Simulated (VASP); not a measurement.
# P (Pm-3m) in VASP: further runs, part 2 of 2

VASP 6.6.1. The steps go on from the part before.

**5. Single point, BLYP**

This run uses another cell than the first one, of 16.18 Å³/atom, 1.136 times its volume.

INCAR

```
SYSTEM = P
AGGAC = 1.0
AGGAX = 1.0
ALDAC = 0.0
ALDAX = 1.0
ALGO = Normal
EDIFF = 1E-6
ENCUT = 520
GGA = B5
ISIF = 2
ISMEAR = -1
LASPH = .TRUE.
LCHARG = .TRUE.
LELF = .TRUE.
LREAL = .FALSE.
LVHAR = .TRUE.
LWAVE = .FALSE.
NBANDS = 8
NELM = 100
PREC = Accurate
SIGMA = 0.1
```

KPOINTS

```
k-points
0
G
  14 14 14
  0 0 0
```

POSCAR

```
P
1.0
    2.5295140450      0.0000000000      0.0000000000
    0.0000000000      2.5295140450      0.0000000000
    0.0000000000      0.0000000000      2.5295140450
P
1
Direct
    0.0000000000      0.0000000000      0.0000000000
```

Potentials or basis: VASP PAW PBE potentials, release 64 (P).

On the command line:

```console
cat potpaw_PBE.64/P/POTCAR > POTCAR
mpirun -np 1 vasp_std > vasp.out
```

OUTCAR:

```text
SYSTEM = P
   EDIFF = 1E-6
   ENCUT = 520
   GGA = B5
   ISIF = 2
   ISMEAR = -1
   LASPH = .TRUE.
   LREAL = .FALSE.
   NELM = 100
   PREC = Accurate

 ion  position               nearest neighbor table
   1  0.000  0.000  0.000-

  LATTYP: Found a simple cubic cell.
 ALAT       =     2.5295140450

  Lattice vectors:

 A1 = (   2.5295140450,   0.0000000000,   0.0000000000)
 A2 = (   0.0000000000,   2.5295140450,   0.0000000000)
 A3 = (   0.0000000000,   0.0000000000,   2.5295140450)

Analysis of symmetry for initial positions (statically):
=====================================================================
 Subroutine PRICEL returns:
 Original cell was already a primitive cell.

 Routine SETGRP: Setting up the symmetry group for a
 simple cubic supercell.

 Subroutine GETGRP returns: Found 48 space group operations
[... 9 lines left out ...]

 Routine SETGRP: Setting up the symmetry group for a
 simple cubic supercell.

 Subroutine GETGRP returns: Found 48 space group operations
[... 11 lines left out ...]
                                     Primitive cell
[... 136 lines left out ...]

 E-fermi :   8.6035     XC(G=0): -10.1033

 val. band max:        8.5827354705   @ k =   0.2143   0.2143   0.1429
 cond. band min:       8.6257373679   @ k =   0.2857   0.2143   0.0714
 fundamental gap:      0.0430018974
 Fermi energy:         8.6034822552

 k-point     1 :       0.0000    0.0000    0.0000
  band No.  band energies     occupation
      1      -6.7626      2.00000
      2      13.0491      0.00000
      3      13.0491      0.00000
      4      13.0491      0.00000
      5      15.7098      0.00000
      6      15.7098      0.00000
      7      22.1001      0.00000
      8      31.7666      0.00000
[... 243 lines left out ...]
 k-point    24 :       0.3571    0.2143    0.0000
  band No.  band energies     occupation
      1      -3.3596      2.00000
      2       3.8893      2.00000
      3       9.1469      0.00869
      4      15.4182      0.00000
      5      17.7253      0.00000
      6      20.8409      0.00000
      7      24.8187      0.00000
      8      27.1306      0.00000

 [... further k-points ...]

------------------------ aborting loop because EDIFF is reached ----------------------------------------

  FORCE on cell =-STRESS in cart. coord.  units (eV):
  Direction    XX          YY          ZZ          XY          YZ          ZX
  --------------------------------------------------------------------------------------
  -------------------------------------------------------------------------------------
  Total       -0.0176403     -0.0176403     -0.0176403     -0.0000000     -0.0000000      0.0000000
  in kB       -1.7462438     -1.7462438     -1.7462438     -0.0000000     -0.0000000      0.0000000
  external PRESSURE =      -1.7462438 kB  Pullay stress =       0.0000000 kB

 VOLUME and BASIS-vectors are now :
 -----------------------------------------------------------------------------
  energy-cutoff  :      520.00
  volume of cell :       16.18
      direct lattice vectors                 reciprocal lattice vectors
     2.529514045  0.000000000  0.000000000     0.395332851  0.000000000  0.000000000
     0.000000000  2.529514045  0.000000000     0.000000000  0.395332851  0.000000000
     0.000000000  0.000000000  2.529514045     0.000000000  0.000000000  0.395332851

 POSITION                                       TOTAL-FORCE (eV/Angst)
 -----------------------------------------------------------------------------------
      0.00000      0.00000      0.00000         0.000000      0.000000      0.000000
 -----------------------------------------------------------------------------------
    total drift:                               -0.000000     -0.000000      0.000000

  FREE ENERGIE OF THE ION-ELECTRON SYSTEM (eV)
  ---------------------------------------------------
  free  energy   TOTEN  =        -4.3502740571 eV

  energy  without entropy=       -4.3386234997  energy(sigma->0) =       -4.34444878
```

OSZICAR:

```text
N       E                     dE             d eps       ncg     rms          rms(c)
DAV:   1     0.168447193928E+01    0.16845E+01   -0.19869E+03  1984   0.433E+02
DAV:   2    -0.426508481527E+01   -0.59496E+01   -0.57722E+01  2712   0.496E+01
DAV:   3    -0.433244679491E+01   -0.67362E-01   -0.66688E-01  2208   0.558E+00
DAV:   4    -0.433263659302E+01   -0.18980E-03   -0.18978E-03  3000   0.283E-01
DAV:   5    -0.433263676262E+01   -0.16960E-06   -0.17007E-06  2256   0.592E-03    0.312E+00
DAV:   6    -0.434232047992E+01   -0.96837E-02   -0.54101E-03  2400   0.470E-01    0.191E+00
DAV:   7    -0.435020726040E+01   -0.78868E-02   -0.12141E-02  2064   0.733E-01    0.108E-01
DAV:   8    -0.435026537298E+01   -0.58113E-04   -0.25088E-04  2432   0.113E-01    0.298E-02
DAV:   9    -0.435027418599E+01   -0.88130E-05   -0.10226E-05  2528   0.271E-02    0.125E-02
DAV:  10    -0.435027405706E+01    0.12894E-06   -0.20332E-06  2256   0.737E-03
   1 F= -.43502741E+01 E0= -.43444488E+01  d E =-.116506E-01
```

Run time: 7.7 s. Hardware: 1 thread of Intel Xeon Platinum 8375C at 2.90GHz (Ice Lake), shared host; peak memory 0.12 GiB.

What came out:

| Item | Value |
| --- | --- |
| Free energy | -4.3503 eV |
| Pressure | -0.2 GPa |

Levels at points of the mesh, in eV from the Fermi level:
```csv
k point,band 1,band 2,band 3,band 4,band 5,band 6,band 7,band 8
"(0.00, 0.00, 0.00)",-15.37,4.45,4.45,4.45,7.11,7.11,13.50,23.16
"(0.50, 0.00, 0.00)",-11.65,-7.59,6.77,6.77,9.37,14.14,14.14,16.29
"(0.50, 0.50, 0.00)",-7.67,-4.68,-4.68,2.04,8.90,15.90,16.38,16.38
"(0.50, 0.50, 0.50)",-2.93,-2.05,-2.05,-2.05,5.34,5.34,5.34,11.63
```

Caveat: the PAW data sets were made with another functional, which shifts forces and pressure a little.

**6. Single point, BLYP (volume scaled by 1.04)**

INCAR

```
SYSTEM = P
PREC = Accurate
ENCUT = 520
EDIFF = 1E-6
ISMEAR = -1
SIGMA = 0.1
LREAL = .FALSE.
LASPH = .TRUE.
NELM = 60
ALGO = Normal
ISIF = 2
LWAVE = .FALSE.
LCHARG = .FALSE.
GGA = B5
ALDAX = 1.0
AGGAX = 1.0
AGGAC = 1.0
ALDAC = 0.0
NBANDS = 8
```

KPOINTS

```
regular mesh
0
G
  14 14 14
  0 0 0
```

POSCAR

```
P
1.0
    2.5628009418      0.0000000000      0.0000000000
    0.0000000000      2.5628009418      0.0000000000
    0.0000000000      0.0000000000      2.5628009418
P
1
Direct
    0.0000000000      0.0000000000      0.0000000000
```

Potentials or basis: VASP PAW PBE potentials, release 64 (P).

On the command line:

```console
cat potpaw_PBE.64/P/POTCAR > POTCAR
mpirun -np 1 vasp_std > vasp.out
```

Run time: 7.2 s. Hardware: 1 thread of Intel Xeon Platinum 8375C at 2.90GHz (Ice Lake), shared host; peak memory 0.12 GiB.

Results (log left out):

```
Free energy : -4.3435 eV
Pressure    : -3.1 GPa
```

Levels at points of the mesh, in eV from the Fermi level:
```tsv
k point	band 1	band 2	band 3	band 4	band 5	band 6
(0.00, 0.00, 0.00)	-15.00	4.26	4.26	4.26	7.17	7.17
(0.50, 0.00, 0.00)	-11.47	-7.27	6.45	6.45	9.36	14.00
(0.50, 0.50, 0.00)	-7.71	-4.49	-4.49	2.26	8.44	15.50
(0.50, 0.50, 0.50)	-3.29	-1.99	-1.99	-1.99	5.46	5.46
```

Caveat: the cell differs from its parent crystal (volume scaled by 1.04); the PAW data sets were made with another functional, which shifts forces and pressure a little.

**7. Overview**

```tsv
cell	gap on the mesh (eV)	pressure (GPa)
a = 2.424 Å, 1 atom	none	13.5
a = 2.460 Å, 1 atom	none	8.3
a = 2.495 Å, 1 atom	none	3.6
a = 2.530 Å, 1 atom	none	-0.2
a = 2.563 Å, 1 atom	none	-3.1
```

Alike in all rows: task single point; level BLYP; potentials or basis VASP PAW PBE potentials, release 64 (P); no spin polarisation; k mesh 14 × 14 × 14; cutoff (eV) 520; smearing fermi-dirac 0.1 eV.

Caveats: the PAW data sets were made with another functional, which shifts forces and pressure a little.

Absolute energies hang on the potentials; compare differences alone.
